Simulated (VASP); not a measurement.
# BaS (F-43m) in VASP: settings compared, part 2 of 3

VASP 6.6.1.

### Step 3. Single point, PBE-based global hybrid with 10 % exact exchange

The input, POSCAR:

```
BaS
1.0
    0.0000000000      3.5194117709      3.5194117709
    3.5194117709      0.0000000000      3.5194117709
    3.5194117709      3.5194117709      0.0000000000
Ba S
1 1
Direct
    0.0000000000      0.0000000000      0.0000000000
    0.2500000000      0.2500000000      0.2500000000
```

The input, INCAR.step1:

```
ALGO     = Normal         # electronic algorithm
EDIFF    = 1E-5           # SCF threshold, eV
ENCUT    = 520            # plane-wave cutoff, eV
GGA      = PE             # functional
ISIF     = 2              # what is computed and relaxed
ISMEAR   = 0              # smearing method
LASPH    = True           # aspherical terms in the spheres
LCHARG   = False          # write CHGCAR
LREAL    = False          # projectors in reciprocal space
LWAVE    = True           # write WAVECAR
NBANDS   = 15             # bands
NELM     = 60             # most SCF steps
PREC     = Accurate       # precision mode
SIGMA    = 0.01           # smearing width, eV
```

The input, INCAR.step2:

```
AEXX     = 0.1            # exact-exchange fraction
ALGO     = Normal         # electronic algorithm
EDIFF    = 1E-7           # SCF threshold, eV
ENCUT    = 520            # plane-wave cutoff, eV
GGA      = PE             # functional
ISIF     = 2              # what is computed and relaxed
ISMEAR   = 0              # smearing method
ISTART   = 1            
LASPH    = True           # aspherical terms in the spheres
LCHARG   = False          # write CHGCAR
LHFCALC  = True           # exact exchange
LREAL    = False          # projectors in reciprocal space
LWAVE    = False          # write WAVECAR
NBANDS   = 15             # bands
NELM     = 60             # most SCF steps
PREC     = Accurate       # precision mode
PRECFOCK = Normal       
SIGMA    = 0.01           # smearing width, eV
```

The input, KPOINTS:

```
k-points
0
Gamma
  4 4 4
```

Potentials or basis: VASP PAW PBE potentials, release 64 (Ba_sv, S).

The run is started by

```bash
$ cat potpaw_PBE.64/Ba_sv/POTCAR potpaw_PBE.64/S/POTCAR > POTCAR
$ cp INCAR.step1 INCAR
$ mpirun -np 1 vasp_std > vasp.out
$ cp INCAR.step2 INCAR
$ mpirun -np 1 vasp_std > vasp.out
```

OUTCAR:

```text
AEXX = 0.1
   EDIFF = 1E-7
   ENCUT = 520
   GGA = PE
   ISIF = 2
   ISMEAR = 0
   ISTART = 1
   LASPH = True
   LHFCALC = True
   LREAL = False
   NELM = 60
   PREC = Accurate
   PRECFOCK = Normal

 ion  position               nearest neighbor table
   1  0.000  0.000  0.000-   2 3.05   2 3.05   2 3.05   2 3.05
   2  0.250  0.250  0.250-   1 3.05   1 3.05   1 3.05   1 3.05

  LATTYP: Found a face centered cubic cell.
 ALAT       =     7.0388235418

  Lattice vectors:

 A1 = (   0.0000000000,   3.5194117709,   3.5194117709)
 A2 = (   3.5194117709,   0.0000000000,   3.5194117709)
 A3 = (   3.5194117709,   3.5194117709,   0.0000000000)

Analysis of symmetry for initial positions (statically):
=====================================================================
 Subroutine PRICEL returns:
 Original cell was already a primitive cell.

 Routine SETGRP: Setting up the symmetry group for a
 face centered cubic supercell.

 Subroutine GETGRP returns: Found 24 space group operations
 (whereof 24 operations were pure point group operations)
 out of a pool of 48 trial point group operations.

The static configuration has the point symmetry T_d .

Analysis of symmetry for dynamics (positions and initial velocities):
=====================================================================
 Subroutine PRICEL returns:
 Original cell was already a primitive cell.

 Routine SETGRP: Setting up the symmetry group for a
 face centered cubic supercell.

 Subroutine GETGRP returns: Found 24 space group operations
 (whereof 24 operations were pure point group operations)
 out of a pool of 48 trial point group operations.

The dynamic configuration has the point symmetry T_d .

 Subroutine INISYM returns: Found 24 space group operations
 (whereof 24 operations are pure point group operations),
 and found     1 'primitive' translations

----------------------------------------------------------------------------------------

                                     Primitive cell

  volume of cell :      87.1847

  direct lattice vectors                    reciprocal lattice vectors
     0.000000000  3.519411771  3.519411771    -0.142069196  0.142069196  0.142069196
     3.519411771  0.000000000  3.519411771     0.142069196 -0.142069196  0.142069196
     3.519411771  3.519411771  0.000000000     0.142069196  0.142069196 -0.142069196

  length of vectors
     4.977199858  4.977199858  4.977199858     0.246071065  0.246071065  0.246071065

  position of ions in fractional coordinates (direct lattice)
     0.000000000  0.000000000  0.000000000
     0.250000000  0.250000000  0.250000000

  ion indices of the primitive-cell ions
   primitive index   ion index
                 1           1
                 2           2

----------------------------------------------------------------------------------------

 KPOINTS: k-points

Automatic generation of k-mesh.
 Grid dimensions read from file:
 generate k-points for:    4    4    4

[... 32 lines left out ...]
   dimension x,y,z NGXF=    80 NGYF=   80 NGZF=   80
   ions per type =               1   1
   NGX,Y,Z   is equivalent  to a cutoff of  13.36, 13.36, 13.36 a.u.
   NGXF,Y,Z  is equivalent  to a cutoff of  26.72, 26.72, 26.72 a.u.
 SYSTEM =  unknown system
   PREC   = accura    normal or accurate (medium, high low for compatibility)
   ISTART =      1    job   : 0-new  1-cont  2-samecut
   ICHARG =      0    charge: 1-file 2-atom 10-const
   ISPIN  =      1    spin polarized calculation?
   LNONCOLLINEAR =      F non collinear calculations
   LSORBIT =      F    spin-orbit coupling
   LASPH  =      T    aspherical Exc in radial PAW
   ENCUT  =  520.0 eV  38.22 Ry    6.18 a.u.   9.25  9.25  9.25*2*pi/ulx,y,z
   NELM   =     60;   NELMIN=  2; NELMDL=  0     # of ELM steps
   EDIFF  = 0.1E-06   stopping-criterion for ELM
   LREAL  =      F    real-space projection
   EDIFFG = 0.1E-05   stopping-criterion for IOM
   NSW    =      0    number of steps for IOM
   IBRION =     -1    ionic relax: 0-MD 1-quasi-New 2-CG
   NFREE  =      0    steps in history (QN), initial steepest desc. (CG)
   ISIF   =      2    stress and relaxation
   ISYM   =      3    0-nonsym 1-usesym 2-fastsym
   POTIM  = 0.5000    time-step for ionic-motion
   TEBEG  =    0.0;   TEEND  =   0.0 temperature during run
   PSTRESS=    0.0 pullay stress
   NELECT =      16.0000    total number of electrons
   NUPDOWN=      -1.0000    fix difference up-down
   EMIN   =  10.00;   EMAX   =-10.00  energy-range for DOS
   EFERMI =   0.00;   METHOD = LEGACY
   ISMEAR =     0;   SIGMA  =   0.01  broadening in eV -4-tet -1-fermi 0-gaus
   EFERMI_NEDOS =   21; number of points for ismear=-14 and -15
   IALGO  =     38    algorithm
   IMIX   =      1    mixing-type and parameters
     AMIX     =   0.40;   BMIX     =  1.00
     AMIX_MAG =   1.60;   BMIX_MAG =  1.00
  volume/ion in A,a.u.               =      43.59       294.18
  Fermi-wavevector in a.u.,A,eV,Ry     =   0.930325  1.758060 11.775908  0.865505
  Thomas-Fermi vector in A             =   2.056702
   LORBIT       =      0    0 simple, 1 ext, 2 COOP (PROOUT), +10 PAW based schemes
   GGA     = PE    functional components
   LHFCALC =     T    Hartree Fock is set to
   PRECFOCK=normal    Normal, Fast or Accurate (Low or Medium for compatibility)
   ENCUT4O =  -1.0   cutoff for four orbital integrals eV
   NKREDX  =     1    reduce k-point grid by
   NKREDY  =     1    reduce k-point grid by
   NKREDZ  =     1    reduce k-point grid by
   AEXX    =    0.1000 exact exchange contribution
   HFSCREEN=    0.0000 screening length (either q_TF or 0.3 A-1)
   HFSCREENC=   0.0000 screening length for correlation (either q_TF or 0.3 A-1)
   ENCUTFOCK=  -1.0 apply spherical cutoff to Coloumb kernel
   IVDW    =     0    specifies the selected vdW correction
   LEPSILON=     F    determine dielectric tensor
   LRPA    =     F    only Hartree local field effects (RPA)
 non-spin polarized calculation
 Gauss-broadening in eV      SIGMA  =   0.01
  energy-cutoff  :      520.00
  volume of cell :       87.18
 maximum number of plane-waves:      2397
 NGX is ok and might be reduce to    40
  NGX = 28; NGY = 28; NGZ = 28

 number of electron      15.9999999 magnetization

 Free energy of the ion-electron system (eV)
  ---------------------------------------------------
  ext. energy  EPLUGINS =         0.00000000
  ---------------------------------------------------
  free energy    TOTEN  =       -10.47944090 eV

  energy without entropy =      -10.47944090  energy(sigma->0) =      -10.47944090

 E-fermi :  -0.4503     XC(G=0):  -6.5733

 val. band max:       -0.5891805666   @ k =  -0.2500   0.5000   0.2500
 cond. band min:       2.8021000314   @ k =   0.0000   0.0000   0.0000
 fundamental gap:      3.3912805979
 Fermi energy:        -0.4503120967

 k-point     1 :       0.0000    0.0000    0.0000
  band No.  band energies     occupation
      1     -27.3913      2.00000
      2     -12.1462      2.00000
      3     -12.1462      2.00000
      4     -12.1462      2.00000
      5     -10.9280      2.00000
      6      -1.2842      2.00000
      7      -1.2842      2.00000
      8      -1.2842      2.00000
      9       2.8021      0.00000
     10       5.2124      0.00000
     11       5.2124      0.00000
     12       7.1448      0.00000
     13       7.1448      0.00000
     14       7.1448      0.00000
[... 113 lines left out ...]
      2     -12.9058      2.00000
      3     -12.2985      2.00000
      4     -12.2535      2.00000
      5      -9.9963      2.00000
      6      -1.2065      2.00000
      7      -1.1225      2.00000
      8      -0.5892      2.00000
      9       3.4793      0.00000
     10       4.4051      0.00000
     11       6.0915      0.00000
     12       6.5389      0.00000
     13       7.6251      0.00000
     14       8.6714      0.00000
     15       8.8335      0.00000

------------------------ aborting loop because EDIFF is reached ----------------------------------------

  FORCE on cell =-STRESS in cart. coord.  units (eV):
  Direction    XX          YY          ZZ          XY          YZ          ZX
  --------------------------------------------------------------------------------------
  -------------------------------------------------------------------------------------
  Total        0.1502588      0.1502588      0.1502588      0.0000000     -0.0000000      0.0000000
  in kB        2.7612796      2.7612796      2.7612796      0.0000000     -0.0000000      0.0000000
  external PRESSURE =       2.7612796 kB  Pullay stress =       0.0000000 kB

 VOLUME and BASIS-vectors are now :
 -----------------------------------------------------------------------------
  energy-cutoff  :      520.00
  volume of cell :       87.18
      direct lattice vectors                 reciprocal lattice vectors
     0.000000000  3.519411771  3.519411771    -0.142069196  0.142069196  0.142069196
     3.519411771  0.000000000  3.519411771     0.142069196 -0.142069196  0.142069196
     3.519411771  3.519411771  0.000000000     0.142069196  0.142069196 -0.142069196

 POSITION                                       TOTAL-FORCE (eV/Angst)
 -----------------------------------------------------------------------------------
      0.00000      0.00000      0.00000        -0.000000     -0.000000     -0.000000
      1.75971      1.75971      1.75971         0.000000      0.000000      0.000000
 -----------------------------------------------------------------------------------
    total drift:                               -0.000000      0.000000     -0.000000

  FREE ENERGIE OF THE ION-ELECTRON SYSTEM (eV)
  ---------------------------------------------------
  free  energy   TOTEN  =       -10.4794408968 eV

  energy  without entropy=      -10.4794408968  energy(sigma->0) =      -10.47944090
```

Wall time 4.5 min (1 thread of Intel Xeon 6975P-C (Granite Rapids), shared host); peak memory 0.26 GiB.

Results:

```
Free energy            : -10.4794 eV
Pressure               : 0.3 GPa
Band gap on the k mesh : 3.39 eV (least direct gap 4.07 eV)
```

Caveat: the structure was generated, so it needn't be the stable form of BaS; the PAW data sets were made with another functional, which shifts forces and pressure a little; spin-orbit coupling is left out, which moves the levels of the heavy elements. A k mesh can miss the band edges.

### Step 4. Single point, PBE-based global hybrid with 75 % exact exchange

POSCAR is that of step 3.

The input, INCAR.step1:

```
SYSTEM = BaS
ALGO = Normal ; EDIFF = 1E-5
ENCUT = 520 ; GGA = PE
ISIF = 2 ; ISMEAR = 0
LASPH = .TRUE. ; LCHARG = .FALSE.
LREAL = .FALSE. ; LWAVE = .TRUE.
NBANDS = 15 ; NELM = 100
PREC = Accurate ; SIGMA = 0.01
```

The input, INCAR.step2:

```
SYSTEM = BaS
AEXX = 0.75 ; ALGO = Normal
EDIFF = 1E-7 ; ENCUT = 520
GGA = PE ; ISIF = 2
ISMEAR = 0 ; ISTART = 1
LASPH = .TRUE. ; LCHARG = .FALSE.
LHFCALC = .TRUE. ; LREAL = .FALSE.
LWAVE = .FALSE. ; NBANDS = 15
NELM = 100 ; PREC = Accurate
PRECFOCK = Normal ; SIGMA = 0.01
```

The input, KPOINTS:

```
k-points
0
G
  4 4 4
  0 0 0
```

Potentials or basis: VASP PAW PBE potentials, release 64 (Ba_sv, S).

The run is started by

```bash
$ cat potpaw_PBE.64/Ba_sv/POTCAR potpaw_PBE.64/S/POTCAR > POTCAR
$ cp INCAR.step1 INCAR
$ mpirun -np 1 vasp_std > vasp.out
$ cp INCAR.step2 INCAR
$ mpirun -np 1 vasp_std > vasp.out
```

OUTCAR:

```text
SYSTEM = BaS
   AEXX = 0.75
   EDIFF = 1E-7
   ENCUT = 520
   GGA = PE
   ISIF = 2
   ISMEAR = 0
   ISTART = 1
   LASPH = .TRUE.
   LHFCALC = .TRUE.
   LREAL = .FALSE.
   NELM = 100
   PREC = Accurate
   PRECFOCK = Normal

 ion  position               nearest neighbor table
   1  0.000  0.000  0.000-   2 3.05   2 3.05   2 3.05   2 3.05
   2  0.250  0.250  0.250-   1 3.05   1 3.05   1 3.05   1 3.05

  LATTYP: Found a face centered cubic cell.
 ALAT       =     7.0388235418

  Lattice vectors:

 A1 = (   0.0000000000,   3.5194117709,   3.5194117709)
[... 321 lines left out ...]

  FORCE on cell =-STRESS in cart. coord.  units (eV):
  Direction    XX          YY          ZZ          XY          YZ          ZX
  --------------------------------------------------------------------------------------
  -------------------------------------------------------------------------------------
  Total       -0.1871390     -0.1871390     -0.1871390      0.0000000     -0.0000000     -0.0000000
  in kB       -3.4390188     -3.4390188     -3.4390188      0.0000000     -0.0000000     -0.0000000
  external PRESSURE =      -3.4390188 kB  Pullay stress =       0.0000000 kB

 VOLUME and BASIS-vectors are now :
 -----------------------------------------------------------------------------
  energy-cutoff  :      520.00
  volume of cell :       87.18
      direct lattice vectors                 reciprocal lattice vectors
     0.000000000  3.519411771  3.519411771    -0.142069196  0.142069196  0.142069196
     3.519411771  0.000000000  3.519411771     0.142069196 -0.142069196  0.142069196
     3.519411771  3.519411771  0.000000000     0.142069196  0.142069196 -0.142069196

 POSITION                                       TOTAL-FORCE (eV/Angst)
 -----------------------------------------------------------------------------------
      0.00000      0.00000      0.00000        -0.000000     -0.000000     -0.000000
      1.75971      1.75971      1.75971         0.000000      0.000000      0.000000
 -----------------------------------------------------------------------------------
    total drift:                                0.000001      0.000000     -0.000001

  FREE ENERGIE OF THE ION-ELECTRON SYSTEM (eV)
  ---------------------------------------------------
  free  energy   TOTEN  =       -15.5852239402 eV

  energy  without entropy=      -15.5852239402  energy(sigma->0) =      -15.58522394
```

OUTCAR.step1:

```text
SYSTEM = BaS
   EDIFF = 1E-5
   ENCUT = 520
   GGA = PE
   ISIF = 2
   ISMEAR = 0
[... 348 lines left out ...]
      0.00000      0.00000      0.00000         0.000000      0.000000      0.000000
      1.75971      1.75971      1.75971        -0.000000     -0.000000     -0.000000
 -----------------------------------------------------------------------------------
    total drift:                                0.000000      0.000000      0.000000

  FREE ENERGIE OF THE ION-ELECTRON SYSTEM (eV)
  ---------------------------------------------------
  free  energy   TOTEN  =        -9.7340244137 eV

  energy  without entropy=       -9.7340244137  energy(sigma->0) =       -9.73402441
```

OSZICAR.step1:

```text
N       E                     dE             d eps       ncg     rms          rms(c)
DAV:   1     0.960846650693E+02    0.96085E+02   -0.64289E+03   240   0.898E+02
DAV:   2    -0.354261317051E+01   -0.99627E+02   -0.90587E+02   356   0.161E+02
DAV:   3    -0.105780649466E+02   -0.70355E+01   -0.69928E+01   346   0.478E+01
DAV:   4    -0.107229766487E+02   -0.14491E+00   -0.14489E+00   352   0.712E+00
DAV:   5    -0.107234931320E+02   -0.51648E-03   -0.51647E-03   353   0.456E-01    0.510E+00
DAV:   6    -0.974581938692E+01    0.97767E+00   -0.13439E+00   268   0.624E+00    0.346E+00
DAV:   7    -0.970730859567E+01    0.38511E-01   -0.39315E-01   289   0.301E+00    0.252E+00
DAV:   8    -0.971835867568E+01   -0.11050E-01   -0.38105E-02   275   0.121E+00    0.789E-01
DAV:   9    -0.972933396660E+01   -0.10975E-01   -0.16909E-02   240   0.869E-01    0.378E-01
DAV:  10    -0.973255259442E+01   -0.32186E-02   -0.12690E-03   275   0.203E-01    0.130E-01
DAV:  11    -0.973396656860E+01   -0.14140E-02   -0.19920E-03   247   0.219E-01    0.318E-02
DAV:  12    -0.973400256791E+01   -0.35999E-04   -0.11374E-04   339   0.498E-02    0.376E-02
DAV:  13    -0.973402450497E+01   -0.21937E-04   -0.39594E-05   246   0.371E-02    0.104E-02
DAV:  14    -0.973402441373E+01    0.91236E-07   -0.47925E-07   253   0.491E-03
   1 F= -.97340244E+01 E0= -.97340244E+01  d E =-.265765E-24
```

It took 7.2 min on 1 thread of Intel Xeon 6975P-C (Granite Rapids), shared host; peak memory 0.25 GiB.

Results:

- Free energy: -15.5852 eV
- Pressure: -0.3 GPa
- Band gap on the k mesh: 7.75 eV (least direct gap 8.52 eV)

Caveat: the structure was generated, so it needn't be the stable form of BaS; the PAW data sets were made with another functional, which shifts forces and pressure a little; spin-orbit coupling is left out, which moves the levels of the heavy elements.

(Part 2 of 3 ends here.)
